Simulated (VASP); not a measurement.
# NbP in VASP: further runs

NbP is run at these levels: PBE; tasks: single point.

Everything below comes from runs of VASP 6.6.1. Logs are shortened: lines on timing, memory, paths and dates and some standing lists are left out, and cuts for length are marked.

## (1) The cell of the first run

The cell holds a slab with vacuum, 8 atoms: a = 3.347 Å, b = 3.347 Å, c = 24.514 Å, α = 90.00°, β = 90.00°, γ = 90.00°.

## (2) Single point, PBE

INCAR

```
SYSTEM = NbP
PREC = Accurate
ENCUT = 520
EDIFF = 1E-6
ISMEAR = 0
SIGMA = 0.1
LREAL = .FALSE.
LASPH = .TRUE.
NELM = 80
ALGO = Normal
ISIF = 2
LWAVE = .FALSE.
LCHARG = .FALSE.
LDIPOL = .TRUE.
IDIPOL = 3
DIPOL = 0.5 0.5 0.500
GGA = PE
NBANDS = 46
```

KPOINTS

```
regular mesh
0
G
  10 10 1
  0 0 0
```

POSCAR

```
NbP
1.0
    3.3470468440      0.0000000000      0.0000000000
    0.0000000000      3.3470468440      0.0000000000
    0.0000000000      0.0000000000     24.5144570612
Nb P
4 4
Direct
    0.5000000000      0.5000000000      0.3059419175
    0.0000000000      0.5000000000      0.4224850296
    0.0000000000      0.0000000000      0.5390281416
    0.5000000000      0.0000000000      0.6555712537
    0.0000000000      0.0000000000      0.3444287463
    0.5000000000      0.0000000000      0.4609718584
    0.5000000000      0.5000000000      0.5775149704
    0.0000000000      0.5000000000      0.6940580825
```

Potentials or basis: VASP PAW PBE potentials, release 64 (Nb_sv, P).

Started as:

```
$ cat potpaw_PBE.64/Nb_sv/POTCAR potpaw_PBE.64/P/POTCAR > POTCAR
$ mpirun -np 1 vasp_std > vasp.out
```

OUTCAR:

```text
SYSTEM = NbP
   PREC = Accurate
   ENCUT = 520
   EDIFF = 1E-6
   ISMEAR = 0
   LREAL = .FALSE.
   LASPH = .TRUE.
   NELM = 80
   ISIF = 2
   GGA = PE

 ion  position               nearest neighbor table
   1  0.500  0.500  0.306-   5 2.55   5 2.55   5 2.55   5 2.55
   2  0.000  0.500  0.422-   5 2.54   5 2.54   6 2.55   6 2.55   6 2.55   6 2.55
   3  0.000  0.000  0.539-   6 2.54   6 2.54   7 2.55   7 2.55   7 2.55   7 2.55
   4  0.500  0.000  0.656-   7 2.54   7 2.54   8 2.55   8 2.55   8 2.55   8 2.55
   5  0.000  0.000  0.344-   2 2.54   2 2.54   1 2.55   1 2.55   1 2.55   1 2.55
   6  0.500  0.000  0.461-   3 2.54   3 2.54   2 2.55   2 2.55   2 2.55   2 2.55
   7  0.500  0.500  0.578-   4 2.54   4 2.54   3 2.55   3 2.55   3 2.55   3 2.55
   8  0.000  0.500  0.694-   4 2.55   4 2.55   4 2.55   4 2.55

  LATTYP: Found a simple tetragonal cell.
 ALAT       =     3.3470468440
 C/A-ratio  =     7.3242049495

  Lattice vectors:

 A1 = (   3.3470468440,   0.0000000000,   0.0000000000)
 A2 = (   0.0000000000,   3.3470468440,   0.0000000000)
 A3 = (   0.0000000000,   0.0000000000,  24.5144570612)

Analysis of symmetry for initial positions (statically):
=====================================================================
 Subroutine PRICEL returns:
 Original cell was already a primitive cell.

 Routine SETGRP: Setting up the symmetry group for a
 simple tetragonal supercell.

 Subroutine GETGRP returns: Found  4 space group operations
 (whereof  4 operations were pure point group operations)
 out of a pool of 16 trial point group operations.

The static configuration has the point symmetry C_2v.

Analysis of symmetry for dynamics (positions and initial velocities):
=====================================================================
 Subroutine PRICEL returns:
 Original cell was already a primitive cell.

 Routine SETGRP: Setting up the symmetry group for a
 simple tetragonal supercell.

 Subroutine GETGRP returns: Found  4 space group operations
 (whereof  4 operations were pure point group operations)
 out of a pool of 16 trial point group operations.

The dynamic configuration has the point symmetry C_2v.

 Subroutine INISYM returns: Found  4 space group operations
 (whereof  4 operations are pure point group operations),
 and found     1 'primitive' translations

----------------------------------------------------------------------------------------

                                     Primitive cell

  volume of cell :     274.6287

  direct lattice vectors                    reciprocal lattice vectors
     3.347046844  0.000000000  0.000000000     0.298770841  0.000000000  0.000000000
     0.000000000  3.347046844  0.000000000     0.000000000  0.298770841  0.000000000
     0.000000000  0.000000000 24.514457061     0.000000000  0.000000000  0.040792256

  length of vectors
     3.347046844  3.347046844 24.514457061     0.298770841  0.298770841  0.040792256

  position of ions in fractional coordinates (direct lattice)
     0.500000000  0.500000000  0.305941918
     0.000000000  0.500000000  0.422485030
     0.000000000  0.000000000  0.539028142
     0.500000000  0.000000000  0.655571254
     0.000000000  0.000000000  0.344428746
     0.500000000  0.000000000  0.460971858
     0.500000000  0.500000000  0.577514970
     0.000000000  0.500000000  0.694058082

  ion indices of the primitive-cell ions
   primitive index   ion index
                 1           1
                 2           2
                 3           3
                 4           4
                 5           5
                 6           6
                 7           7
                 8           8

----------------------------------------------------------------------------------------

 KPOINTS: regular mesh

Automatic generation of k-mesh.
 Grid dimensions read from file:
 generate k-points for:   10   10    1

 Generating k-lattice:

  Cartesian coordinates                     Fractional coordinates (reciprocal lattice)
     0.029877084  0.000000000  0.000000000     0.100000000  0.000000000  0.000000000
     0.000000000  0.029877084  0.000000000     0.000000000  0.100000000  0.000000000
     0.000000000  0.000000000  0.040792256     0.000000000  0.000000000  1.000000000

  Length of vectors
     0.029877084  0.029877084  0.040792256

  Shift w.r.t. Gamma in fractional coordinates (k-lattice)
     0.000000000  0.000000000  0.000000000

 Subroutine IBZKPT returns following result:
 ===========================================

 Found     36 irreducible k-points:

 Following reciprocal coordinates:
            Coordinates               Weight
  0.000000  0.000000  0.000000      1.000000
  0.100000  0.000000  0.000000      2.000000
  0.000000  0.100000  0.000000      2.000000
  0.200000  0.000000  0.000000      2.000000
  0.000000  0.200000  0.000000      2.000000
  0.300000  0.000000  0.000000      2.000000
[... 16 lines left out ...]
 -0.200000  0.300000  0.000000      4.000000
  0.400000  0.200000  0.000000      4.000000
 [... further k-points ...]
   k-points           NKPTS =     36   k-points in BZ     NKDIM =     36   number of bands    NBANDS=     46
   number of dos      NEDOS =    301   number of ions     NIONS =      8
   total plane-waves  NPLWV = 150528
   dimension x,y,z NGX =    28 NGY =   28 NGZ =  192
   dimension x,y,z NGXF=    56 NGYF=   56 NGZF=  384
   ions per type =               4   4
   NGX,Y,Z   is equivalent  to a cutoff of  13.91, 13.91, 13.02 a.u.
   NGXF,Y,Z  is equivalent  to a cutoff of  27.81, 27.81, 26.04 a.u.
 SYSTEM =  NbP
   PREC   = accura    normal or accurate (medium, high low for compatibility)
   ISTART =      0    job   : 0-new  1-cont  2-samecut
   ICHARG =      2    charge: 1-file 2-atom 10-const
   ISPIN  =      1    spin polarized calculation?
   LNONCOLLINEAR =      F non collinear calculations
   LSORBIT =      F    spin-orbit coupling
   LASPH  =      T    aspherical Exc in radial PAW
   ENCUT  =  520.0 eV  38.22 Ry    6.18 a.u.   6.22  6.22 45.58*2*pi/ulx,y,z
   NELM   =     80;   NELMIN=  2; NELMDL= -5     # of ELM steps
   EDIFF  = 0.1E-05   stopping-criterion for ELM
   LREAL  =      F    real-space projection
   EDIFFG = 0.1E-04   stopping-criterion for IOM
   NSW    =      0    number of steps for IOM
   IBRION =     -1    ionic relax: 0-MD 1-quasi-New 2-CG
   NFREE  =      0    steps in history (QN), initial steepest desc. (CG)
   ISIF   =      2    stress and relaxation
   ISYM   =      2    0-nonsym 1-usesym 2-fastsym
   POTIM  = 0.5000    time-step for ionic-motion
   TEBEG  =    0.0;   TEEND  =   0.0 temperature during run
   PSTRESS=    0.0 pullay stress
   NELECT =      72.0000    total number of electrons
   NUPDOWN=      -1.0000    fix difference up-down
   EMIN   =  10.00;   EMAX   =-10.00  energy-range for DOS
   EFERMI =   0.00;   METHOD = LEGACY
   ISMEAR =     0;   SIGMA  =   0.10  broadening in eV -4-tet -1-fermi 0-gaus
   EFERMI_NEDOS =   21; number of points for ismear=-14 and -15
   IALGO  =     38    algorithm
   IMIX   =      4    mixing-type and parameters
     AMIX     =   0.40;   BMIX     =  1.00
     AMIX_MAG =   1.60;   BMIX_MAG =  1.00
  volume/ion in A,a.u.               =      34.33       231.66
  Fermi-wavevector in a.u.,A,eV,Ry     =   1.047781  1.980018 14.937079  1.097844
  Thomas-Fermi vector in A             =   2.182675
   LORBIT       =      0    0 simple, 1 ext, 2 COOP (PROOUT), +10 PAW based schemes
   GGA     = PE    functional components
   LHFCALC =     F    Hartree Fock is set to
   AEXX    =    0.0000 exact exchange contribution
   IVDW    =     0    specifies the selected vdW correction
   LEPSILON=     F    determine dielectric tensor
   LRPA    =     F    only Hartree local field effects (RPA)
 non-spin polarized calculation
 Gauss-broadening in eV      SIGMA  =   0.10
  energy-cutoff  :      520.00
  volume of cell :      274.63
 maximum number of plane-waves:      7440
 NGX is ok and might be reduce to    28
   NGX = 13   NGY = 13   NGZ = 91

 dipolmoment           0.000000      0.000000     -0.083262 electrons x Angstroem

 number of electron      71.9999998 magnetization

 dipolmoment           0.000000      0.000000      0.071716 electrons x Angstroem

 Free energy of the ion-electron system (eV)
  ---------------------------------------------------
  ext. energy  EPLUGINS =         0.00000000
  ---------------------------------------------------
  free energy    TOTEN  =       -67.44497771 eV

  energy without entropy =      -67.41344607  energy(sigma->0) =      -67.42921189

 E-fermi :   2.4778     XC(G=0):  -6.4172

 val. band max:        2.4684820802   @ k =  -0.2000   0.5000   0.0000
 cond. band min:       2.4803210864   @ k =   0.4000   0.0000   0.0000
 fundamental gap:      0.0118390062
 Fermi energy:         2.4778322511

 k-point     1 :       0.0000    0.0000    0.0000
  band No.  band energies     occupation
      1     -52.6137      2.00000
      2     -52.4625      2.00000
      3     -52.3960      2.00000
      4     -52.3238      2.00000
      5     -28.7590      2.00000
      6     -28.6847      2.00000
[... 38 lines left out ...]
     45       5.5243      0.00000
     46       5.7490      0.00000

 k-point     2 :       0.1000    0.0000    0.0000
  band No.  band energies     occupation
      1     -52.6120      2.00000
      2     -52.4608      2.00000
      3     -52.3944      2.00000
      4     -52.3222      2.00000
      5     -28.7544      2.00000
      6     -28.6810      2.00000
[... 38 lines left out ...]
     45       5.3668      0.00000
     46       5.8123      0.00000

 k-point     3 :       0.0000    0.1000    0.0000
  band No.  band energies     occupation
      1     -52.6121      2.00000
      2     -52.4608      2.00000
      3     -52.3942      2.00000
      4     -52.3223      2.00000
      5     -28.7556      2.00000
      6     -28.6812      2.00000
[... 1018 lines left out ...]
     45       5.9732      0.00000
     46       6.0385      0.00000

 k-point    24 :       0.4000    0.2000    0.0000
  band No.  band energies     occupation
      1     -52.5925      2.00000
      2     -52.4411      2.00000
      3     -52.3747      2.00000
      4     -52.3029      2.00000
      5     -28.7847      2.00000
      6     -28.7120      2.00000
[... 38 lines left out ...]
     45       5.7290      0.00000
     46       5.8880      0.00000

 [... further k-points ...]

------------------------ aborting loop because EDIFF is reached ----------------------------------------

 vacuum level on the upper side and lower side of the slab       (xc-potential included)         0.388        -0.754

  FORCE on cell =-STRESS in cart. coord.  units (eV):
  Direction    XX          YY          ZZ          XY          YZ          ZX
  --------------------------------------------------------------------------------------
  -------------------------------------------------------------------------------------
  Total       -4.0172897     -3.8051939     -1.8528234      0.0000000      0.0000000      0.0000000
  in kB      -23.4367765    -22.1994139    -10.8093293      0.0000000      0.0000000      0.0000000
  external PRESSURE =     -18.8151732 kB  Pullay stress =       0.0000000 kB

 VOLUME and BASIS-vectors are now :
 -----------------------------------------------------------------------------
  energy-cutoff  :      520.00
  volume of cell :      274.63
      direct lattice vectors                 reciprocal lattice vectors
     3.347046844  0.000000000  0.000000000     0.298770841  0.000000000  0.000000000
     0.000000000  3.347046844  0.000000000     0.000000000  0.298770841  0.000000000
     0.000000000  0.000000000 24.514457061     0.000000000  0.000000000  0.040792256

 POSITION                                       TOTAL-FORCE (eV/Angst)
 -----------------------------------------------------------------------------------
      1.67352      1.67352      7.50000         0.000000      0.000000      1.055261
      0.00000      1.67352     10.35699         0.000000      0.000000     -0.330461
      0.00000      0.00000     13.21398         0.000000      0.000000     -0.272469
      1.67352      0.00000     16.07097         0.000000      0.000000      0.292461
      0.00000      0.00000      8.44348         0.000000      0.000000     -0.764722
      1.67352      0.00000     11.30047         0.000000      0.000000      0.185080
      1.67352      1.67352     14.15747         0.000000      0.000000      0.074663
      0.00000      1.67352     17.01446         0.000000      0.000000     -0.239813
 -----------------------------------------------------------------------------------
    total drift:                                0.000000      0.000000      0.000306

  FREE ENERGIE OF THE ION-ELECTRON SYSTEM (eV)
  ---------------------------------------------------
  free  energy   TOTEN  =       -67.4449777103 eV

  energy  without entropy=      -67.4134460748  energy(sigma->0) =      -67.42921189

 vacuum level on the upper side and lower side of the slab         7.671         6.487
```

It took 7.8 min on 1 thread of Intel Xeon 6975P-C (Granite Rapids), shared host; peak memory 0.6 GiB.

What came out:

* Free energy: -67.4450 eV
* Largest force: 1.055 eV/Å
* Band gap on the k mesh: zero (bands 36 and 37 overlap by 1.27 eV)

Forces in eV/Å, atoms in the order of the input:
```
Nb   0.000  0.000  1.055
Nb   0.000  0.000 -0.330
Nb   0.000  0.000 -0.272
Nb   0.000  0.000  0.292
P    0.000  0.000 -0.765
P    0.000  0.000  0.185
P    0.000  0.000  0.075
P    0.000  0.000 -0.240
```

Levels at points of the mesh, in eV from the Fermi level:
```
           k point  band 34  band 35  band 36  band 37  band 38  band 39
(0.00, 0.00, 0.00)    -0.97    -0.25    -0.22    -0.08     0.95     1.15
(0.50, 0.00, 0.00)    -0.93     0.06     0.09     0.29     0.54     0.83
(0.00, 0.50, 0.00)    -0.72    -0.02     0.08     0.10     0.25     0.34
(0.50, 0.50, 0.00)    -0.32    -0.31     1.07     1.08     1.87     2.37
```

## (3) Single point, PBE

INCAR

```
SYSTEM = NbP
PREC = Accurate ; ENCUT = 520
EDIFF = 1E-6 ; ISMEAR = 0
SIGMA = 0.1 ; LREAL = .FALSE.
LASPH = .TRUE. ; NELM = 100
ALGO = Normal ; ISIF = 2
LWAVE = .FALSE. ; LCHARG = .TRUE.
LDIPOL = .TRUE. ; IDIPOL = 3
DIPOL = 0.5 0.5 0.500 ; GGA = PE
LELF = .TRUE. ; LVHAR = .TRUE.
LVACPOTAV = .TRUE. ; NBANDS = 46
```

KPOINTS is that of step 2.

POSCAR

```
NbP
1.0
    3.3470468440      0.0000000000      0.0000000000
    0.0000000000      3.3470468440      0.0000000000
    0.0000000000      0.0000000000     24.5144570612
Nb P
4 4
Direct
    0.5000000000      0.5000000000      0.3101938904
    0.0000000000      0.5000000000      0.4218569237
    0.0000000000      0.0000000000      0.5382150766
    0.5000000000      0.0000000000      0.6557254834
    0.0000000000      0.0000000000      0.3434658374
    0.5000000000      0.0000000000      0.4607271137
    0.5000000000      0.5000000000      0.5772555435
    0.0000000000      0.5000000000      0.6925601313
```

Potentials or basis: VASP PAW PBE potentials, release 64 (Nb_sv, P).

Started as:

```
$ cat potpaw_PBE.64/Nb_sv/POTCAR potpaw_PBE.64/P/POTCAR > POTCAR
$ mpirun -np 1 vasp_std > vasp.out
```

Run time: 7.6 min. Hardware: 1 thread of Intel Xeon 6975P-C (Granite Rapids), shared host; peak memory 0.6 GiB.

Results (log left out):

```
Free energy            : -67.5214 eV
Largest force          : 0.021 eV/Å
Band gap on the k mesh : zero (bands 36 and 37 overlap by 1.12 eV)
```

Forces in eV/Å, atoms in the order of the input:
```
Nb   0.000  0.000  0.021
Nb   0.000  0.000  0.011
Nb   0.000  0.000  0.000
Nb   0.000  0.000 -0.013
P    0.000  0.000 -0.013
P    0.000  0.000  0.001
P    0.000  0.000  0.002
P    0.000  0.000 -0.010
```

Levels at points of the mesh, in eV from the Fermi level:
```csv
k point,band 34,band 35,band 36,band 37,band 38,band 39
"(0.00, 0.00, 0.00)",-0.92,-0.27,-0.19,-0.11,0.86,1.10
"(0.50, 0.00, 0.00)",-0.87,0.04,0.18,0.36,0.54,1.14
"(0.00, 0.50, 0.00)",-0.50,0.13,0.14,0.16,0.20,0.42
"(0.50, 0.50, 0.00)",-0.34,-0.23,0.90,0.91,1.85,2.49
```
